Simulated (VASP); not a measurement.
# RbGa3Te2 (P4/mmm) in VASP: a series of runs

Runs on RbGa3Te2. Level: PBE. Tasks: single point, relaxation of cell and atoms.

All numbers are computed with VASP 6.6.1; they aren't measurements. Logs are shortened: lines on timing, memory, paths and dates and some standing lists are left out, and cuts for length are marked.

## (1) The cell of the first run

The structure is tetragonal, space group P4/mmm (No. 123). The conventional cell has a = 4.997 Å, b = 4.997 Å, c = 7.189 Å, α = 90.00°, β = 90.00°, γ = 90.00°. Within 5.1 Å of Rb (site symmetry 4/mmm) lie 8 Te at 3.83 Å and 16 Ga at 4.38 to 5.04 Å and 4 Rb at 5.00 Å. Ga (site symmetry mmm) has 2 Ga at 2.50 Å and 4 Te at 3.27 Å within 3.3 Å. Ga (site symmetry 4/mmm) has 2 Te at 2.10 Å and 4 Ga at 2.50 Å within 2.8 Å. Te (site symmetry 4mm) has 1 Ga at 2.10 Å within 2.8 Å.

The cell was built from a structure type or drawn by symmetry, and may not be a known phase.

## (2) Single point, PBE

INCAR reads:

```
SYSTEM = RbGa3Te2
ALGO = Fast ; EDIFF = 1E-7
ENCUT = 520 ; GGA = PE
ISIF = 2 ; ISMEAR = 0
LASPH = .True. ; LCHARG = .False.
LREAL = .False. ; LWAVE = .False.
NBANDS = 39 ; NELM = 100
PREC = Accurate ; SIGMA = 0.1
```

KPOINTS reads:

```
k-points
0
Gamma
  4 4 4
  0 0 0
```

POSCAR reads:

```
RbGa3Te2
1.0
    4.9966661600      0.0000000000      0.0000000000
    0.0000000000      4.9966661600      0.0000000000
    0.0000000000      0.0000000000      7.1889657700
Rb Ga Te
1 3 2
Direct
    0.0000000000      0.0000000000      0.5000000000
    0.0000000000      0.5000000000      0.0000000000
    0.5000000000      0.0000000000      0.0000000000
    0.5000000000      0.5000000000      0.0000000000
    0.5000000000      0.5000000000      0.7074301600
    0.5000000000      0.5000000000      0.2925698400
```

Potentials or basis: VASP PAW PBE potentials, release 64 (Rb_sv, Ga_d, Te).

Launch:

```bash
$ cat potpaw_PBE.64/Rb_sv/POTCAR potpaw_PBE.64/Ga_d/POTCAR potpaw_PBE.64/Te/POTCAR > POTCAR
$ mpirun -np 1 vasp_std > vasp.out
```

OUTCAR:

```text
SYSTEM = RbGa3Te2
   EDIFF = 1E-7
   ENCUT = 520
   GGA = PE
   ISIF = 2
   ISMEAR = 0
   LASPH = .True.
   LREAL = .False.
   NELM = 100
   PREC = Accurate

 ion  position               nearest neighbor table
   1  0.000  0.000  0.500-   5 3.83   6 3.83   5 3.83   6 3.83   5 3.83   6 3.83   5 3.83   6 3.83

   2  0.000  0.500  0.000-   4 2.50   4 2.50   6 3.27   5 3.27   5 3.27   6 3.27
   3  0.500  0.000  0.000-   4 2.50   4 2.50   6 3.27   5 3.27   5 3.27   6 3.27
   4  0.500  0.500  0.000-   5 2.10   6 2.10   2 2.50   3 2.50   3 2.50   2 2.50
   5  0.500  0.500  0.707-   4 2.10   6 2.98   2 3.27   3 3.27   3 3.27   2 3.27   1 3.83   1 3.83
                             1 3.83   1 3.83
   6  0.500  0.500  0.293-   4 2.10   5 2.98   2 3.27   3 3.27   3 3.27   2 3.27   1 3.83   1 3.83
                             1 3.83   1 3.83

  LATTYP: Found a simple tetragonal cell.
 ALAT       =     4.9966661600
 C/A-ratio  =     1.4387524681

  Lattice vectors:

 A1 = (   4.9966661600,   0.0000000000,   0.0000000000)
 A2 = (   0.0000000000,   4.9966661600,   0.0000000000)
 A3 = (   0.0000000000,   0.0000000000,   7.1889657700)

Analysis of symmetry for initial positions (statically):
=====================================================================
 Subroutine PRICEL returns:
 Original cell was already a primitive cell.

 Routine SETGRP: Setting up the symmetry group for a
 simple tetragonal supercell.

 Subroutine GETGRP returns: Found 16 space group operations
 (whereof 16 operations were pure point group operations)
 out of a pool of 16 trial point group operations.

The static configuration has the point symmetry D_4h.

Analysis of symmetry for dynamics (positions and initial velocities):
=====================================================================
 Subroutine PRICEL returns:
 Original cell was already a primitive cell.

 Routine SETGRP: Setting up the symmetry group for a
 simple tetragonal supercell.

 Subroutine GETGRP returns: Found 16 space group operations
 (whereof 16 operations were pure point group operations)
 out of a pool of 16 trial point group operations.

The dynamic configuration has the point symmetry D_4h.

 Subroutine INISYM returns: Found 16 space group operations
 (whereof 16 operations are pure point group operations),
 and found     1 'primitive' translations

----------------------------------------------------------------------------------------

                                     Primitive cell

  volume of cell :     179.4846

  direct lattice vectors                    reciprocal lattice vectors
     4.996666160  0.000000000  0.000000000     0.200133443  0.000000000  0.000000000
     0.000000000  4.996666160  0.000000000     0.000000000  0.200133443  0.000000000
     0.000000000  0.000000000  7.188965770     0.000000000  0.000000000  0.139102067

  length of vectors
     4.996666160  4.996666160  7.188965770     0.200133443  0.200133443  0.139102067

  position of ions in fractional coordinates (direct lattice)
     0.000000000  0.000000000  0.500000000
     0.000000000  0.500000000  0.000000000
     0.500000000  0.000000000  0.000000000
     0.500000000  0.500000000  0.000000000
     0.500000000  0.500000000  0.707430160
     0.500000000  0.500000000  0.292569840

  ion indices of the primitive-cell ions
   primitive index   ion index
                 1           1
                 2           2
                 3           3
                 4           4
                 5           5
                 6           6

----------------------------------------------------------------------------------------

 KPOINTS: k-points

Automatic generation of k-mesh.
 Grid dimensions read from file:
 generate k-points for:    4    4    4

 Generating k-lattice:

  Cartesian coordinates                     Fractional coordinates (reciprocal lattice)
     0.050033361  0.000000000  0.000000000     0.250000000  0.000000000  0.000000000
     0.000000000  0.050033361  0.000000000     0.000000000  0.250000000  0.000000000
     0.000000000  0.000000000  0.034775517     0.000000000  0.000000000  0.250000000

  Length of vectors
     0.050033361  0.050033361  0.034775517

  Shift w.r.t. Gamma in fractional coordinates (k-lattice)
     0.000000000  0.000000000  0.000000000

 Subroutine IBZKPT returns following result:
 ===========================================

 Found     18 irreducible k-points:

 Following reciprocal coordinates:
            Coordinates               Weight
  0.000000  0.000000  0.000000      1.000000
  0.250000  0.000000  0.000000      4.000000
  0.500000  0.000000  0.000000      2.000000
  0.250000  0.250000  0.000000      4.000000
  0.500000  0.250000  0.000000      4.000000
  0.500000  0.500000  0.000000      1.000000
[... 10 lines left out ...]
  0.500000  0.250000  0.500000      4.000000
  0.500000  0.500000  0.500000      1.000000
   k-points           NKPTS =     18   k-points in BZ     NKDIM =     18   number of bands    NBANDS=     39
   number of dos      NEDOS =    301   number of ions     NIONS =      6
   total plane-waves  NPLWV =  86400
   dimension x,y,z NGX =    40 NGY =   40 NGZ =   54
   dimension x,y,z NGXF=    80 NGYF=   80 NGZF=  108
   ions per type =               1   3   2
   NGX,Y,Z   is equivalent  to a cutoff of  13.31, 13.31, 12.49 a.u.
   NGXF,Y,Z  is equivalent  to a cutoff of  26.62, 26.62, 24.98 a.u.
 SYSTEM =  RbGa3Te2
   PREC   = accura    normal or accurate (medium, high low for compatibility)
   ISTART =      0    job   : 0-new  1-cont  2-samecut
   ICHARG =      2    charge: 1-file 2-atom 10-const
   ISPIN  =      1    spin polarized calculation?
   LNONCOLLINEAR =      F non collinear calculations
   LSORBIT =      F    spin-orbit coupling
   LASPH  =      T    aspherical Exc in radial PAW
   ENCUT  =  520.0 eV  38.22 Ry    6.18 a.u.   9.29  9.29 13.37*2*pi/ulx,y,z
   NELM   =    100;   NELMIN=  2; NELMDL= -5     # of ELM steps
   EDIFF  = 0.1E-06   stopping-criterion for ELM
   LREAL  =      F    real-space projection
   EDIFFG = 0.1E-05   stopping-criterion for IOM
   NSW    =      0    number of steps for IOM
   IBRION =     -1    ionic relax: 0-MD 1-quasi-New 2-CG
   NFREE  =      0    steps in history (QN), initial steepest desc. (CG)
   ISIF   =      2    stress and relaxation
   ISYM   =      2    0-nonsym 1-usesym 2-fastsym
   POTIM  = 0.5000    time-step for ionic-motion
   TEBEG  =    0.0;   TEEND  =   0.0 temperature during run
   PSTRESS=    0.0 pullay stress
   NELECT =      60.0000    total number of electrons
   NUPDOWN=      -1.0000    fix difference up-down
   EMIN   =  10.00;   EMAX   =-10.00  energy-range for DOS
   EFERMI =   0.00;   METHOD = LEGACY
   ISMEAR =     0;   SIGMA  =   0.10  broadening in eV -4-tet -1-fermi 0-gaus
   EFERMI_NEDOS =   21; number of points for ismear=-14 and -15
   IALGO  =     68    algorithm
   IMIX   =      4    mixing-type and parameters
     AMIX     =   0.40;   BMIX     =  1.00
     AMIX_MAG =   1.60;   BMIX_MAG =  1.00
  volume/ion in A,a.u.               =      29.91       201.87
  Fermi-wavevector in a.u.,A,eV,Ry     =   1.136186  2.147081 17.564024  1.290919
  Thomas-Fermi vector in A             =   2.272891
   LORBIT       =      0    0 simple, 1 ext, 2 COOP (PROOUT), +10 PAW based schemes
   GGA     = PE    functional components
   LHFCALC =     F    Hartree Fock is set to
   AEXX    =    0.0000 exact exchange contribution
   IVDW    =     0    specifies the selected vdW correction
   LEPSILON=     F    determine dielectric tensor
   LRPA    =     F    only Hartree local field effects (RPA)
 non-spin polarized calculation
 RMM-DIIS sequential band-by-band and
 Gauss-broadening in eV      SIGMA  =   0.10
  energy-cutoff  :      520.00
  volume of cell :      179.48
 maximum number of plane-waves:      4862
 NGX is ok and might be reduce to    40
   NGX = 19   NGY = 19   NGZ = 27

 number of electron      59.9999996 magnetization

 Free energy of the ion-electron system (eV)
  ---------------------------------------------------
  ext. energy  EPLUGINS =         0.00000000
  ---------------------------------------------------
  free energy    TOTEN  =       -11.91567869 eV

  energy without entropy =      -11.90115788  energy(sigma->0) =      -11.90841828

 E-fermi :   4.4423     XC(G=0):  -8.7986

 val. band max:        4.4320589007   @ k =   0.0000   0.0000   0.5000
 cond. band min:       4.4810759217   @ k =   0.2500   0.0000   0.2500
 fundamental gap:      0.0490170210
 Fermi energy:         4.4422704398

 k-point     1 :       0.0000    0.0000    0.0000
  band No.  band energies     occupation
      1     -23.3897      2.00000
      2     -12.9555      2.00000
      3     -12.2689      2.00000
      4     -12.2689      2.00000
      5     -12.2125      2.00000
      6     -12.0210      2.00000
[... 31 lines left out ...]
     38       7.3841      0.00000
     39       8.8269      0.00000

 k-point     2 :       0.2500    0.0000    0.0000
  band No.  band energies     occupation
      1     -23.3887      2.00000
      2     -12.9535      2.00000
      3     -12.2686      2.00000
      4     -12.2590      2.00000
      5     -12.1799      2.00000
      6     -12.0110      2.00000
[... 31 lines left out ...]
     38       8.7699      0.00000
     39       9.2907      0.00000

 k-point     3 :       0.5000    0.0000    0.0000
  band No.  band energies     occupation
      1     -23.3878      2.00000
      2     -12.9515      2.00000
      3     -12.2683      2.00000
      4     -12.2488      2.00000
      5     -12.1473      2.00000
      6     -12.0008      2.00000
[... 580 lines left out ...]
 k-point    17 :       0.5000    0.2500    0.5000
  band No.  band energies     occupation
      1     -23.3869      2.00000
      2     -12.9394      2.00000
      3     -12.2588      2.00000
      4     -12.2489      2.00000
      5     -12.1054      2.00000
      6     -11.9909      2.00000
[... 31 lines left out ...]
     38       8.9545      0.00000
     39       9.5251      0.00000

 k-point    18 :       0.5000    0.5000    0.5000
  band No.  band energies     occupation
      1     -23.3860      2.00000
      2     -12.9371      2.00000
      3     -12.2487      2.00000
      4     -12.2487      2.00000
      5     -12.0621      2.00000
      6     -11.9809      2.00000
[... 31 lines left out ...]
     38      10.1400      0.00000
     39      10.3660      0.00000

------------------------ aborting loop because EDIFF is reached ----------------------------------------

  FORCE on cell =-STRESS in cart. coord.  units (eV):
  Direction    XX          YY          ZZ          XY          YZ          ZX
  --------------------------------------------------------------------------------------
  -------------------------------------------------------------------------------------
  Total        6.7430939      6.7430939     47.6741832      0.0000000     -0.0000000      0.0000000
  in kB       60.1925448     60.1925448    425.5658394      0.0000000     -0.0000000      0.0000000
  external PRESSURE =     181.9836430 kB  Pullay stress =       0.0000000 kB

 VOLUME and BASIS-vectors are now :
 -----------------------------------------------------------------------------
  energy-cutoff  :      520.00
  volume of cell :      179.48
      direct lattice vectors                 reciprocal lattice vectors
     4.996666160  0.000000000  0.000000000     0.200133443  0.000000000  0.000000000
     0.000000000  4.996666160  0.000000000     0.000000000  0.200133443  0.000000000
     0.000000000  0.000000000  7.188965770     0.000000000  0.000000000  0.139102067

 POSITION                                       TOTAL-FORCE (eV/Angst)
 -----------------------------------------------------------------------------------
      0.00000      0.00000      3.59448         0.000000      0.000000      0.000000
      0.00000      2.49833      0.00000         0.000000      0.000000      0.000000
      2.49833      0.00000      0.00000         0.000000      0.000000      0.000000
      2.49833      2.49833      0.00000         0.000000      0.000000      0.000000
      2.49833      2.49833      5.08569        -0.000000     -0.000000     -8.517400
      2.49833      2.49833      2.10327         0.000000      0.000000      8.517400
 -----------------------------------------------------------------------------------
    total drift:                               -0.000000      0.000000     -0.000000

  FREE ENERGIE OF THE ION-ELECTRON SYSTEM (eV)
  ---------------------------------------------------
  free  energy   TOTEN  =       -11.9156786932 eV

  energy  without entropy=      -11.9011578761  energy(sigma->0) =      -11.90841828
```

Wall time 3.5 min (1 thread of Intel Xeon 6975P-C (Granite Rapids), shared host); peak memory 0.36 GiB.

What came out:

```
Free energy            : -11.9157 eV
Pressure               : 18.2 GPa
Largest force          : 8.517 eV/Å
Band gap on the k mesh : zero (bands 30 and 31 overlap by 1.34 eV)
```

Forces on the atoms (eV/Å):
```
Rb   0.000  0.000  0.000
Ga   0.000  0.000  0.000
Ga   0.000  0.000  0.000
Ga   0.000  0.000  0.000
Te   0.000  0.000 -8.517
Te   0.000  0.000  8.517
```

Stress tensor (GPa, compression positive):
```
 6.02  0.00  0.00
 0.00  6.02  0.00
 0.00  0.00 42.56
```

Caveat: the cell stands under pressure; spin-orbit coupling is left out, which moves the levels of the heavy elements; forces of over 1 eV/Å act on the atoms, so gaps and moduli don't describe the material at rest.

## (3) Single point, PBE

This run uses another cell than the first one, of 36.67 Å³/atom.

INCAR reads:

```
SYSTEM = RbGa3Te2
ALGO = Fast
EDIFF = 1E-6
ENCUT = 520
GGA = PE
ISIF = 2
ISMEAR = 0
LASPH = .TRUE.
LCHARG = .TRUE.
LELF = .TRUE.
LREAL = .FALSE.
LVHAR = .TRUE.
LWAVE = .FALSE.
NBANDS = 39
NELM = 60
PREC = Accurate
SIGMA = 0.1
```

KPOINTS reads:

```
k-points
0
G
  4 4 4
  0 0 0
```

POSCAR reads:

```
RbGa3Te2
1.0
    5.0726247322      0.0000000000      0.0000000000
    0.0000000000      5.0726247322      0.0000000000
    0.0000000000      0.0000000000      8.5511056550
Rb Ga Te
1 3 2
Direct
    0.0000000000      0.0000000000      0.5000000000
    0.0000000000      0.5000000000      0.0000000000
    0.5000000000      0.0000000000      0.0000000000
    0.5000000000      0.5000000000      0.0000000000
    0.5000000000      0.5000000000      0.6775634951
    0.5000000000      0.5000000000      0.3224365049
```

Potentials or basis: VASP PAW PBE potentials, release 64 (Rb_sv, Ga_d, Te).

Launch:

```bash
$ cat potpaw_PBE.64/Rb_sv/POTCAR potpaw_PBE.64/Ga_d/POTCAR potpaw_PBE.64/Te/POTCAR > POTCAR
$ mpirun -np 1 vasp_std > vasp.out
```

Run time: 2.2 min. Hardware: 1 thread of Intel Xeon 6975P-C (Granite Rapids), shared host; peak memory 0.4 GiB.

Results (log left out):

```
Free energy            : -16.5523 eV
Pressure               : 0.1 GPa
Largest force          : 0.009 eV/Å
Band gap on the k mesh : zero (bands 30 and 31 overlap by 1.54 eV)
```

Forces on the atoms (eV/Å):
```
Rb   0.000  0.000  0.000
Ga   0.000  0.000  0.000
Ga   0.000  0.000  0.000
Ga   0.000  0.000  0.000
Te   0.000  0.000 -0.009
Te   0.000  0.000  0.009
```

Levels at points of the mesh, in eV from the Fermi level:
```
           k point  band 27  band 28  band 29  band 30  band 31  band 32  band 33  band 34
(0.00, 0.00, 0.00)    -1.98    -0.85    -0.85    -0.72    -0.72    -0.45     1.76     2.24
(0.50, 0.00, 0.00)    -1.87    -1.62    -1.13    -0.82    -0.56     1.31     1.45     2.07
(0.50, 0.50, 0.00)    -1.83    -1.83    -1.68    -1.42    -1.25     2.62     2.62     3.85
(0.00, 0.00, 0.50)    -1.79    -1.56    -1.56     0.07     0.07     0.82     1.98     2.36
(0.50, 0.00, 0.50)    -2.46    -1.66    -0.84     0.29     1.30     1.37     1.50     1.71
(0.50, 0.50, 0.50)    -2.42    -1.38    -0.91    -0.91     1.81     1.81     2.00     2.82
```

Caveat: spin-orbit coupling is left out, which moves the levels of the heavy elements.

(Continued in part 2 of 2.)
